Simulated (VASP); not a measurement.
# Ta in VASP: a series of runs

Ta is run at these levels: r2SCAN; tasks: single point, relaxation of cell and atoms.

Everything below comes from runs of VASP 6.6.1. Logs are shortened: lines on timing, memory, paths and dates and some standing lists are left out, and cuts for length are marked.

## Step 1: The cell of the first run

It takes space group I4/mmm (No. 139, tetragonal). Conventional cell: a = 3.259 Å, b = 3.259 Å, c = 3.437 Å, α = 90.00°, β = 90.00°, γ = 90.00°. Ta (site symmetry 4/mmm) has 14 Ta at 2.87 to 3.44 Å within 3.8 Å.

## Step 2: Single point, r2SCAN (uniaxial strain along a: +4.0 %, then relaxed in part)

Contents of POSCAR:

```
Ta
1.0
    3.4368513154      0.0000000000      0.0000000000
    0.0000000000      3.2588481100      0.0000000000
    0.0000000000      0.0000000000      3.2588481100
Ta
2
Direct
    0.0000000000      0.0000000000      0.0000000000
    0.5000000000      0.5000000000      0.5000000000
```

Contents of INCAR.step1:

```
SYSTEM = Ta
ALGO = Normal ; EDIFF = 1E-4
ENCUT = 520 ; GGA = PE
ISMEAR = 0 ; LASPH = .TRUE.
LCHARG = .FALSE. ; LREAL = .FALSE.
LWAVE = .TRUE. ; NBANDS = 18
NELM = 80 ; PREC = Accurate
SIGMA = 0.1
```

Contents of INCAR.step2:

```
SYSTEM = Ta
ALGO = Normal ; EDIFF = 1E-6
ENCUT = 520 ; ISIF = 2
ISMEAR = 0 ; ISTART = 1
LASPH = .TRUE. ; LCHARG = .FALSE.
LMIXTAU = .TRUE. ; LREAL = .FALSE.
LWAVE = .FALSE. ; METAGGA = R2SCAN
NBANDS = 18 ; NELM = 80
PREC = Accurate ; SIGMA = 0.1
```

Contents of KPOINTS:

```
k-points
0
G
  16 16 16
  0 0 0
```

Potentials or basis: VASP PAW PBE potentials, release 64 (Ta_pv).

Started as:

```console
> cat potpaw_PBE.64/Ta_pv/POTCAR > POTCAR
> cp INCAR.step1 INCAR
> mpirun -np 1 vasp_std > vasp.out
> cp INCAR.step2 INCAR
> mpirun -np 1 vasp_std > vasp.out
```

OUTCAR:

```text
SYSTEM = Ta
   EDIFF = 1E-6
   ENCUT = 520
   ISIF = 2
   ISMEAR = 0
   ISTART = 1
   LASPH = .TRUE.
   LREAL = .FALSE.
   METAGGA = R2SCAN
   NELM = 80
   PREC = Accurate

 ion  position               nearest neighbor table
   1  0.000  0.000  0.000-   2 2.87   2 2.87   2 2.87   2 2.87   2 2.87   2 2.87   2 2.87   2 2.87

   2  0.500  0.500  0.500-   1 2.87   1 2.87   1 2.87   1 2.87   1 2.87   1 2.87   1 2.87   1 2.87

  LATTYP: Found a simple tetragonal cell.
 ALAT       =     3.2588481100
 C/A-ratio  =     1.0546215102

  Lattice vectors:

 A1 = (   0.0000000000,   3.2588481100,   0.0000000000)
 A2 = (   0.0000000000,   0.0000000000,   3.2588481100)
 A3 = (   3.4368513154,   0.0000000000,   0.0000000000)

Analysis of symmetry for initial positions (statically):
=====================================================================
 Subroutine PRICEL returns following result:

  LATTYP: Found a body centered tetragonal cell.
 ALAT       =     3.2588481100
 C/A-ratio  =     1.0546215102

  Lattice vectors:

 A1 = (  -1.7184256577,   1.6294240550,   1.6294240550)
 A2 = (  -1.7184256577,  -1.6294240550,  -1.6294240550)
 A3 = (   1.7184256577,  -1.6294240550,   1.6294240550)

   2 primitive cells build up your supercell.

 Routine SETGRP: Setting up the symmetry group for a
 simple tetragonal supercell.

 Subroutine GETGRP returns: Found 16 space group operations
 (whereof 16 operations were pure point group operations)
 out of a pool of 16 trial point group operations.

The static configuration has the point symmetry D_4h.

Analysis of symmetry for dynamics (positions and initial velocities):
=====================================================================
 Subroutine PRICEL returns following result:

  LATTYP: Found a body centered tetragonal cell.
 ALAT       =     3.2588481100
 C/A-ratio  =     1.0546215102

  Lattice vectors:

 A1 = (  -1.7184256577,   1.6294240550,   1.6294240550)
 A2 = (  -1.7184256577,  -1.6294240550,  -1.6294240550)
 A3 = (   1.7184256577,  -1.6294240550,   1.6294240550)

   2 primitive cells build up your supercell.

 Routine SETGRP: Setting up the symmetry group for a
 simple tetragonal supercell.

 Subroutine GETGRP returns: Found 16 space group operations
 (whereof 16 operations were pure point group operations)
 out of a pool of 16 trial point group operations.

The dynamic configuration has the point symmetry D_4h.
[... 87 lines left out ...]
 SYSTEM =  Ta
   PREC   = accura    normal or accurate (medium, high low for compatibility)
   ISTART =      1    job   : 0-new  1-cont  2-samecut
   ICHARG =      0    charge: 1-file 2-atom 10-const
   ISPIN  =      1    spin polarized calculation?
   LNONCOLLINEAR =      F non collinear calculations
   LSORBIT =      F    spin-orbit coupling
   LASPH  =      T    aspherical Exc in radial PAW
   ENCUT  =  520.0 eV  38.22 Ry    6.18 a.u.   6.39  6.06  6.06*2*pi/ulx,y,z
   NELM   =     80;   NELMIN=  2; NELMDL=  0     # of ELM steps
   EDIFF  = 0.1E-05   stopping-criterion for ELM
   LREAL  =      F    real-space projection
   EDIFFG = 0.1E-04   stopping-criterion for IOM
   NSW    =      0    number of steps for IOM
   IBRION =     -1    ionic relax: 0-MD 1-quasi-New 2-CG
   NFREE  =      0    steps in history (QN), initial steepest desc. (CG)
   ISIF   =      2    stress and relaxation
   ISYM   =      2    0-nonsym 1-usesym 2-fastsym
   POTIM  = 0.5000    time-step for ionic-motion
   TEBEG  =    0.0;   TEEND  =   0.0 temperature during run
   PSTRESS=    0.0 pullay stress
   NELECT =      22.0000    total number of electrons
   NUPDOWN=      -1.0000    fix difference up-down
   EMIN   =  10.00;   EMAX   =-10.00  energy-range for DOS
   EFERMI =   0.00;   METHOD = LEGACY
   ISMEAR =     0;   SIGMA  =   0.10  broadening in eV -4-tet -1-fermi 0-gaus
   EFERMI_NEDOS =   21; number of points for ismear=-14 and -15
   IALGO  =     38    algorithm
   IMIX   =      4    mixing-type and parameters
     AMIX     =   0.40;   BMIX     =  1.00
     AMIX_MAG =   1.60;   BMIX_MAG =  1.00
  volume/ion in A,a.u.               =      18.25       123.16
  Fermi-wavevector in a.u.,A,eV,Ry     =   1.382885  2.613274 26.019386  1.912371
  Thomas-Fermi vector in A             =   2.507535
   LORBIT       =      0    0 simple, 1 ext, 2 COOP (PROOUT), +10 PAW based schemes
   METAGGA = R2SCAN    functional components
   LHFCALC =     F    Hartree Fock is set to
   AEXX    =    0.0000 exact exchange contribution
   IVDW    =     0    specifies the selected vdW correction
   LEPSILON=     F    determine dielectric tensor
   LRPA    =     F    only Hartree local field effects (RPA)
 non-spin polarized calculation
 Gauss-broadening in eV      SIGMA  =   0.10
  energy-cutoff  :      520.00
  volume of cell :       36.50
 maximum number of plane-waves:      1012
 NGX is ok and might be reduce to    28
   NGX = 13   NGY = 13   NGZ = 13

 number of electron      22.0000007 magnetization

 Free energy of the ion-electron system (eV)
  ---------------------------------------------------
  ext. energy  EPLUGINS =         0.00000000
  ---------------------------------------------------
  free energy    TOTEN  =       -97.14227979 eV

  energy without entropy =      -97.13006283  energy(sigma->0) =      -97.13617131

 E-fermi :   5.2219     XC(G=0): -13.6950

 val. band max:        5.2218000314   @ k =   0.4375   0.1875   0.0625
 cond. band min:       5.2233201949   @ k =   0.4375   0.1875   0.0000
 fundamental gap:      0.0015201635
 Fermi energy:         5.2219221683

 k-point     1 :       0.0000    0.0000    0.0000
  band No.  band energies     occupation
      1     -29.9654      2.00000
      2     -29.8325      2.00000
      3     -29.8325      2.00000
      4     -29.0651      2.00000
      5     -29.0579      2.00000
      6     -29.0579      2.00000
[... 481 lines left out ...]
      5     -29.2414      2.00000
      6     -29.1340      2.00000
[... 10 lines left out ...]
     17      11.1648      0.00000
     18      11.4961      0.00000

 [... further k-points ...]
[... 5 lines left out ...]
  --------------------------------------------------------------------------------------
  -------------------------------------------------------------------------------------
  Total       -1.1129650      0.1358941      0.1358941      0.0000000      0.0000000      0.0000000
  in kB      -48.8543334      5.9651610      5.9651610      0.0000000      0.0000000      0.0000000
  external PRESSURE =     -12.3080038 kB  Pullay stress =       0.0000000 kB

 VOLUME and BASIS-vectors are now :
 -----------------------------------------------------------------------------
  energy-cutoff  :      520.00
  volume of cell :       36.50
      direct lattice vectors                 reciprocal lattice vectors
     3.436851315  0.000000000  0.000000000     0.290963998  0.000000000  0.000000000
     0.000000000  3.258848110  0.000000000     0.000000000  0.306856891  0.000000000
     0.000000000  0.000000000  3.258848110     0.000000000  0.000000000  0.306856891

 POSITION                                       TOTAL-FORCE (eV/Angst)
 -----------------------------------------------------------------------------------
      0.00000      0.00000      0.00000         0.000000      0.000000      0.000000
      1.71843      1.62942      1.62942         0.000000     -0.000000     -0.000000
 -----------------------------------------------------------------------------------
    total drift:                                0.000000      0.000000      0.000000

  FREE ENERGIE OF THE ION-ELECTRON SYSTEM (eV)
  ---------------------------------------------------
  free  energy   TOTEN  =       -97.1422797912 eV

  energy  without entropy=      -97.1300628270  energy(sigma->0) =      -97.13617131
```

It took 3.5 min on 1 thread of Intel Xeon 6975P-C (Granite Rapids), shared host; peak memory 0.32 GiB.

What came out:

* Free energy: -97.1423 eV
* Pressure: -1.2 GPa
* Band gap on the k mesh: zero (bands 11 and 12 overlap by 2.92 eV)

Levels at points of the mesh, in eV from the Fermi level:
| k point | band 7 | band 8 | band 9 | band 10 | band 11 | band 12 | band 13 | band 14 | band 15 | band 16 |
| --- | --- | --- | --- | --- | --- | --- | --- | --- | --- | --- |
| (0.00, 0.00, 0.00) | -8.28 | -3.94 | -3.79 | 0.64 | 0.64 | 1.33 | 3.78 | 4.71 | 6.89 | 7.07 |
| (0.50, 0.00, 0.00) | -4.18 | -4.18 | -1.00 | -1.00 | 1.60 | 1.60 | 1.60 | 1.60 | 3.62 | 3.62 |
| (0.00, 0.50, 0.00) | -3.82 | -3.82 | -0.80 | -0.80 | 0.90 | 0.90 | 1.48 | 1.48 | 3.26 | 3.26 |
| (0.50, 0.50, 0.00) | -4.52 | -4.52 | -1.27 | -1.27 | 1.28 | 1.28 | 3.67 | 3.67 | 5.23 | 5.23 |
| (0.00, 0.50, 0.50) | -4.47 | -4.47 | -1.99 | -1.99 | 1.68 | 1.68 | 4.76 | 4.76 | 5.49 | 5.49 |
| (0.50, 0.50, 0.50) | -1.54 | -1.54 | -1.24 | -1.24 | -1.24 | -1.24 | 5.00 | 5.00 | 5.61 | 5.61 |

Caveat: the cell differs from its parent crystal (uniaxial strain along a: +4.0 %, then relaxed in part); the stress differs along the axes, from -5 to 1 GPa; the PAW data sets were made with another functional, which shifts forces and pressure a little; spin-orbit coupling is left out, which moves the levels of the heavy elements.

[end of part 1 of 2]

The gap in the log of VASP goes by the Fermi energy; the results here count the filled bands.